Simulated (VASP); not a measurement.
# Sb in VASP: notebook

Runs on Sb. Level: PBE. Tasks: single point.

Everything below comes from runs of VASP 6.6.1. Logs are shortened: lines on timing, memory, paths and dates and some standing lists are left out, and cuts for length are marked.

## (1) The cell of the first run

Symmetry: P6_3/mmc, No. 194, hexagonal system. Conventional cell: a = 3.470 Å, b = 3.470 Å, c = 5.330 Å, α = 90.00°, β = 90.00°, γ = 120.00°. Within 4.4 Å of Sb (site symmetry -6m2) lie 12 Sb at 3.33 to 3.47 Å.

This isn't the form of Sb at room conditions, which is rhombohedral.

## (2) Single point, PBE (equal xx and yy strain of +3 %)

Input file INCAR:

```
PREC = Accurate
ENCUT = 520
EDIFF = 1E-7
ISMEAR = -1
SIGMA = 0.05
LREAL = False
LASPH = True
NELM = 80
ALGO = Normal
ISIF = 2
LWAVE = False
LCHARG = False
GGA = PE
NBANDS = 12
```

Input file KPOINTS:

```
Automatic mesh
0
Gamma
  12 12 7
```

Input file POSCAR:

```
Sb
1.0
    3.4700701849      0.0000000000      0.0000000000
   -1.7350350925      3.0051689330      0.0000000000
    0.0000000000      0.0000000000      5.3300000000
Sb
2
Direct
    0.3333333333      0.6666666667      0.2500000000
    0.6666666667      0.3333333333      0.7500000000
```

Potentials or basis: VASP PAW PBE potentials, release 64 (Sb).

The run is started by

```sh
$ cat potpaw_PBE.64/Sb/POTCAR > POTCAR
$ mpirun -np 1 vasp_std > vasp.out
```

OUTCAR:

```text
PREC = Accurate
   ENCUT = 520
   EDIFF = 1E-7
   ISMEAR = -1
   LREAL = False
   LASPH = True
   NELM = 80
   ISIF = 2
   GGA = PE

 ion  position               nearest neighbor table
   1  0.333  0.667  0.250-   2 3.33   2 3.33   2 3.33   2 3.33   2 3.33   2 3.33
   2  0.667  0.333  0.750-   1 3.33   1 3.33   1 3.33   1 3.33   1 3.33   1 3.33

  LATTYP: Found a hexagonal cell.
 ALAT       =     3.4700701849
 C/A-ratio  =     1.5359919875

  Lattice vectors:

 A1 = (   3.4700701849,   0.0000000000,   0.0000000000)
 A2 = (  -1.7350350925,   3.0051689330,   0.0000000000)
 A3 = (   0.0000000000,   0.0000000000,   5.3300000000)

Analysis of symmetry for initial positions (statically):
=====================================================================
 Subroutine PRICEL returns:
 Original cell was already a primitive cell.

 Routine SETGRP: Setting up the symmetry group for a
 hexagonal supercell.

 Subroutine GETGRP returns: Found 24 space group operations
 (whereof 12 operations were pure point group operations)
 out of a pool of 24 trial point group operations.

The static configuration has the point symmetry D_3d.
 The point group associated with its full space group is D_6h.

Analysis of symmetry for dynamics (positions and initial velocities):
=====================================================================
 Subroutine PRICEL returns:
 Original cell was already a primitive cell.

 Routine SETGRP: Setting up the symmetry group for a
 hexagonal supercell.

 Subroutine GETGRP returns: Found 24 space group operations
 (whereof 12 operations were pure point group operations)
 out of a pool of 24 trial point group operations.

The dynamic configuration has the point symmetry D_3d.
 The point group associated with its full space group is D_6h.

 Subroutine INISYM returns: Found 24 space group operations
 (whereof 12 operations are pure point group operations),
 and found     1 'primitive' translations

----------------------------------------------------------------------------------------

                                     Primitive cell

  volume of cell :      55.5820

  direct lattice vectors                    reciprocal lattice vectors
     3.470070185  0.000000000  0.000000000     0.288178609  0.166379998  0.000000000
    -1.735035092  3.005168933  0.000000000     0.000000000  0.332759995  0.000000000
     0.000000000  0.000000000  5.330000000     0.000000000  0.000000000  0.187617261

  length of vectors
     3.470070185  3.470070185  5.330000000     0.332759995  0.332759995  0.187617261

  position of ions in fractional coordinates (direct lattice)
     0.333333333  0.666666667  0.250000000
     0.666666667  0.333333333  0.750000000

  ion indices of the primitive-cell ions
   primitive index   ion index
                 1           1
                 2           2

----------------------------------------------------------------------------------------

 KPOINTS: Automatic mesh

Automatic generation of k-mesh.
 Grid dimensions read from file:
 generate k-points for:   12   12    7

 Generating k-lattice:

  Cartesian coordinates                     Fractional coordinates (reciprocal lattice)
     0.024014884  0.013865000  0.000000000     0.083333333 -0.000000000  0.000000000
     0.000000000  0.027730000  0.000000000     0.000000000  0.083333333  0.000000000
     0.000000000  0.000000000  0.026802466     0.000000000  0.000000000  0.142857143

  Length of vectors
     0.027730000  0.027730000  0.026802466

  Shift w.r.t. Gamma in fractional coordinates (k-lattice)
     0.000000000  0.000000000  0.000000000

 Subroutine IBZKPT returns following result:
 ===========================================

 Found     76 irreducible k-points:

 Following reciprocal coordinates:
            Coordinates               Weight
  0.000000  0.000000  0.000000      1.000000
  0.083333 -0.000000  0.000000      6.000000
  0.166667  0.000000  0.000000      6.000000
  0.250000  0.000000  0.000000      6.000000
  0.333333  0.000000  0.000000      6.000000
  0.416667  0.000000  0.000000      6.000000
[... 16 lines left out ...]
  0.250000  0.000000  0.142857     12.000000
  0.333333  0.000000  0.142857     12.000000
 [... further k-points ...]
   k-points           NKPTS =     76   k-points in BZ     NKDIM =     76   number of bands    NBANDS=     12
   number of dos      NEDOS =    301   number of ions     NIONS =      2
   total plane-waves  NPLWV =  31360
   dimension x,y,z NGX =    28 NGY =   28 NGZ =   40
   dimension x,y,z NGXF=    56 NGYF=   56 NGZF=   80
   ions per type =               2
   NGX,Y,Z   is equivalent  to a cutoff of  13.41, 13.41, 12.48 a.u.
   NGXF,Y,Z  is equivalent  to a cutoff of  26.83, 26.83, 24.95 a.u.
 SYSTEM =  unknown system
   PREC   = accura    normal or accurate (medium, high low for compatibility)
   ISTART =      0    job   : 0-new  1-cont  2-samecut
   ICHARG =      2    charge: 1-file 2-atom 10-const
   ISPIN  =      1    spin polarized calculation?
   LNONCOLLINEAR =      F non collinear calculations
   LSORBIT =      F    spin-orbit coupling
   LASPH  =      T    aspherical Exc in radial PAW
   ENCUT  =  520.0 eV  38.22 Ry    6.18 a.u.   6.45  6.45  9.91*2*pi/ulx,y,z
   NELM   =     80;   NELMIN=  2; NELMDL= -5     # of ELM steps
   EDIFF  = 0.1E-06   stopping-criterion for ELM
   LREAL  =      F    real-space projection
   EDIFFG = 0.1E-05   stopping-criterion for IOM
   NSW    =      0    number of steps for IOM
   IBRION =     -1    ionic relax: 0-MD 1-quasi-New 2-CG
   NFREE  =      0    steps in history (QN), initial steepest desc. (CG)
   ISIF   =      2    stress and relaxation
   ISYM   =      2    0-nonsym 1-usesym 2-fastsym
   POTIM  = 0.5000    time-step for ionic-motion
   TEBEG  =    0.0;   TEEND  =   0.0 temperature during run
   PSTRESS=    0.0 pullay stress
   NELECT =      10.0000    total number of electrons
   NUPDOWN=      -1.0000    fix difference up-down
   EMIN   =  10.00;   EMAX   =-10.00  energy-range for DOS
   EFERMI =   0.00;   METHOD = LEGACY
   ISMEAR =    -1;   SIGMA  =   0.05  broadening in eV -4-tet -1-fermi 0-gaus
   EFERMI_NEDOS =   21; number of points for ismear=-14 and -15
   IALGO  =     38    algorithm
   IMIX   =      4    mixing-type and parameters
     AMIX     =   0.40;   BMIX     =  1.00
     AMIX_MAG =   1.60;   BMIX_MAG =  1.00
  volume/ion in A,a.u.               =      27.79       187.54
  Fermi-wavevector in a.u.,A,eV,Ry     =   0.924194  1.746474 11.621219  0.854135
  Thomas-Fermi vector in A             =   2.049914
   LORBIT       =      0    0 simple, 1 ext, 2 COOP (PROOUT), +10 PAW based schemes
   GGA     = PE    functional components
   LHFCALC =     F    Hartree Fock is set to
   AEXX    =    0.0000 exact exchange contribution
   IVDW    =     0    specifies the selected vdW correction
   LEPSILON=     F    determine dielectric tensor
   LRPA    =     F    only Hartree local field effects (RPA)
 non-spin polarized calculation
  energy-cutoff  :      520.00
  volume of cell :       55.58
 maximum number of plane-waves:      1515
 NGX is ok and might be reduce to    28
   NGX = 13   NGY = 13   NGZ = 19

 number of electron      10.0000000 magnetization

 Free energy of the ion-electron system (eV)
  ---------------------------------------------------
  ext. energy  EPLUGINS =         0.00000000
  ---------------------------------------------------
  free energy    TOTEN  =        -7.72959165 eV

  energy without entropy =       -7.72003082  energy(sigma->0) =       -7.72481124

 E-fermi :   8.1069     XC(G=0): -10.0919

 val. band max:        8.0705688988   @ k =   0.4167   0.1667   0.2857
 cond. band min:       8.1323901336   @ k =   0.5000   0.0000   0.2857
 fundamental gap:      0.0618212348
 Fermi energy:         8.1069416131

 k-point     1 :       0.0000    0.0000    0.0000
  band No.  band energies     occupation
      1      -4.5775      2.00000
      2      -0.4252      2.00000
      3       2.6110      2.00000
      4      10.8925      0.00000
      5      10.8925      0.00000
      6      12.6785      0.00000
      7      12.6785      0.00000
      8      14.0206      0.00000
      9      14.9086      0.00000
     10      16.6719      0.00000
     11      17.6477      0.00000
     12      17.6477      0.00000

 k-point     2 :       0.0833   -0.0000    0.0000
  band No.  band energies     occupation
      1      -4.4650      2.00000
      2      -0.3352      2.00000
      3       2.7295      2.00000
      4       9.8201      0.00000
      5      10.4970      0.00000
      6      12.1150      0.00000
      7      12.8145      0.00000
      8      13.7444      0.00000
      9      15.4849      0.00000
     10      16.3371      0.00000
     11      17.6770      0.00000
     12      18.2928      0.00000

 k-point     3 :       0.1667    0.0000    0.0000
  band No.  band energies     occupation
      1      -4.1296      2.00000
      2      -0.0775      2.00000
      3       3.0820      2.00000
      4       7.9123      1.96003
      5       9.7548      0.00000
      6      10.8050      0.00000
      7      12.7776      0.00000
      8      12.8870      0.00000
      9      14.5614      0.00000
     10      17.3338      0.00000
     11      17.3814      0.00000
     12      18.2172      0.00000

 k-point     4 :       0.2500    0.0000    0.0000
  band No.  band energies     occupation
      1      -3.5787      2.00000
      2       0.2934      2.00000
      3       3.6576      2.00000
      4       6.0470      2.00000
      5       9.0441      0.00000
      6       9.2420      0.00000
      7      11.5734      0.00000
      8      12.4408      0.00000
      9      13.4869      0.00000
     10      16.5003      0.00000
     11      17.3654      0.00000
     12      17.6232      0.00000

 k-point     5 :       0.3333    0.0000    0.0000
  band No.  band energies     occupation
      1      -2.8331      2.00000
      2       0.5966      2.00000
      3       4.4299      2.00000
      4       4.5944      2.00000
      5       7.6697      1.99968
      6       8.4901      0.00094
      7      10.1004      0.00000
      8      12.0479      0.00000
      9      12.7514      0.00000
     10      15.9273      0.00000
     11      16.9663      0.00000
     12      17.1942      0.00000
[... 228 lines left out ...]
      1      -4.3570      2.00000
      2      -0.8861      2.00000
      3       3.4891      2.00000
      4       9.9168      0.00000
      5      10.5887      0.00000
      6      11.9261      0.00000
      7      12.6742      0.00000
      8      13.0508      0.00000
      9      15.4891      0.00000
     10      16.3706      0.00000
     11      17.4005      0.00000
     12      17.6983      0.00000

 k-point    22 :       0.1667    0.0000    0.1429
  band No.  band energies     occupation
      1      -4.0221      2.00000
      2      -0.6023      2.00000
      3       3.7965      2.00000
      4       8.0339      1.62305
      5       9.8572      0.00000
      6      10.4716      0.00000
      7      12.5313      0.00000
      8      12.5786      0.00000
      9      14.6578      0.00000
     10      16.8630      0.00000
     11      17.2353      0.00000
     12      17.8458      0.00000

 k-point    23 :       0.2500    0.0000    0.1429
  band No.  band energies     occupation
      1      -3.4724      2.00000
      2      -0.1724      2.00000
      3       4.2163      2.00000
      4       6.2639      2.00000
      5       8.7884      0.00000
      6       9.1528      0.00000
      7      11.7016      0.00000
      8      12.1321      0.00000
      9      13.7014      0.00000
     10      15.8522      0.00000
     11      17.1282      0.00000
     12      18.0184      0.00000

 k-point    24 :       0.3333    0.0000    0.1429
  band No.  band energies     occupation
      1      -2.7295      2.00000
      2       0.2669      2.00000
      3       4.0635      2.00000
      4       5.5915      2.00000
      5       7.1386      2.00000
      6       8.6022      0.00010
      7      10.5661      0.00000
      8      11.7148      0.00000
      9      12.9362      0.00000
     10      15.1900      0.00000
     11      17.2672      0.00000
     12      17.6687      0.00000

 [... further k-points ...]

------------------------ aborting loop because EDIFF is reached ----------------------------------------

  FORCE on cell =-STRESS in cart. coord.  units (eV):
  Direction    XX          YY          ZZ          XY          YZ          ZX
  --------------------------------------------------------------------------------------
  -------------------------------------------------------------------------------------
  Total       -0.3544304     -0.3544304     -0.2694051      0.0000000      0.0000000      0.0000000
  in kB      -10.2166190    -10.2166190     -7.7657259      0.0000000      0.0000000      0.0000000
  external PRESSURE =      -9.3996547 kB  Pullay stress =       0.0000000 kB

 VOLUME and BASIS-vectors are now :
 -----------------------------------------------------------------------------
  energy-cutoff  :      520.00
  volume of cell :       55.58
      direct lattice vectors                 reciprocal lattice vectors
     3.470070185  0.000000000  0.000000000     0.288178609  0.166379998  0.000000000
    -1.735035092  3.005168933  0.000000000     0.000000000  0.332759995  0.000000000
     0.000000000  0.000000000  5.330000000     0.000000000  0.000000000  0.187617261

 POSITION                                       TOTAL-FORCE (eV/Angst)
 -----------------------------------------------------------------------------------
     -0.00000      2.00345      1.33250         0.000000      0.000000      0.000000
      1.73504      1.00172      3.99750        -0.000000      0.000000      0.000000
 -----------------------------------------------------------------------------------
    total drift:                                0.000000     -0.000000      0.000000

  FREE ENERGIE OF THE ION-ELECTRON SYSTEM (eV)
  ---------------------------------------------------
  free  energy   TOTEN  =        -7.7295916522 eV

  energy  without entropy=       -7.7200308194  energy(sigma->0) =       -7.72481124
```

Run time: 24 s. Hardware: 1 thread of AMD EPYC 9R45 (Zen 5), shared host; peak memory 0.17 GiB.

What came out:

* Free energy: -7.7296 eV
* Pressure: -0.9 GPa
* Band gap on the k mesh: zero (bands 5 and 6 overlap by 6.13 eV)

Stress tensor (GPa, compression positive):
```
-1.02  0.00  0.00
 0.00 -1.02  0.00
 0.00  0.00 -0.78
```

Levels at points of the mesh, in eV from the Fermi level:
```
           k point  band 2  band 3  band 4  band 5  band 6  band 7  band 8  band 9
(0.00, 0.00, 0.00)   -8.53   -5.50    2.79    2.79    4.57    4.57    5.91    6.80
(0.50, 0.00, 0.00)   -8.11   -3.96   -2.51   -2.24   -0.08   -0.08    3.56    4.09
```

Caveat: the cell differs from its parent crystal (equal xx and yy strain of +3 %); spin-orbit coupling is left out, which moves the levels of the heavy elements.

(Part 1 of 2 ends here.)

The gap in the log of VASP goes by the Fermi energy; the results here count the filled bands.